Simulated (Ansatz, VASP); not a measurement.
AlFe: VASP beside Ansatz

Contents of INCAR:

```
SYSTEM = AlFe
PREC     = Accurate       ! precision mode
ENCUT    = 520            ! plane-wave cutoff, eV
EDIFF    = 1E-7           ! SCF threshold, eV
ISMEAR   = -1             ! smearing method
SIGMA    = 0.1            ! smearing width, eV
LREAL    = .False.        ! projectors in reciprocal space
LASPH    = .True.         ! aspherical terms in the spheres
NELM     = 150            ! most SCF steps
ALGO     = Normal         ! electronic algorithm
ISIF     = 2              ! what is computed and relaxed
LWAVE    = .False.        ! write WAVECAR
LCHARG   = .False.        ! write CHGCAR
ISPIN    = 2              ! spin polarisation
MAGMOM   = 0 3            ! initial moments
LORBIT   = 11             ! projections on sites
LMAXMIX  = 4              ! l up to which the mixer works
GGA      = PE             ! functional
NBANDS   = 16             ! bands
```

KPOINTS

```
regular mesh
0
Gamma
  11 11 11
  0 0 0
```

Contents of POSCAR:

```
AlFe
1.0
    2.8606684360      0.0000000000      0.0000000000
    0.0000000000      2.8606684360      0.0000000000
    0.0000000000      0.0000000000      2.8606684360
Al Fe
1 1
Direct
    0.0000000000      0.0000000000      0.0000000000
    0.5000000000      0.5000000000      0.5000000000
```

Input for Ansatz:

```yaml
crystal:
  lattice:
    - [2.860668436, 0.0, 0.0]
    - [0.0, 2.860668436, 0.0]
    - [0.0, 0.0, 2.860668436]
  atoms:
    - { symbol: Al, position: [0.0, 0.0, 0.0] }
    - { symbol: Fe, position: [0.5, 0.5, 0.5], spin: 3.0 }
magnetization:
  spin_polarized: true
kpoints:
  mp_grid: { grid: [11, 11, 11] }
scf:
  occupations: { method: fermi_dirac, width: 0.1 }
  lower_state_search: "off"
hamiltonian:
  xc: pbe
  pseudopotentials: { kind: all_electron, lapw: { basis_error: 0.001 } }
output:
  forces: true
  stress: true
  eigenvalues: false
  populations: true
```

Change from the starting cell: volume scaled by 0.95, LAPW.

Alike in both runs: task single point; functional PBE; k mesh 11 × 11 × 11; occupations fermi-dirac, width 0.1 eV; collinear spin.

```csv
,VASP,Ansatz
version,VASP 6.6.1,Ansatz 0.2.0
potentials or method,"VASP PAW PBE potentials, release 64 (Al, Fe), cutoff 520 eV","all-electron LAPW, scalar-relativistic"
```

|  | VASP | Ansatz | Ansatz less VASP |
| --- | --- | --- | --- |
| pressure (GPa) | 2.9 | 2.8 | -0.04 |
| net moment per atom (μB) | 0.34 | 0.34 | +0.002 |
| size of the moment on the site where the two differ most (μB) | 0.71 | 0.73 | +0.015 |

Site moments also hang on the region over which each program counts them. Ansatz ran all-electron here, and VASP with PAW potentials.
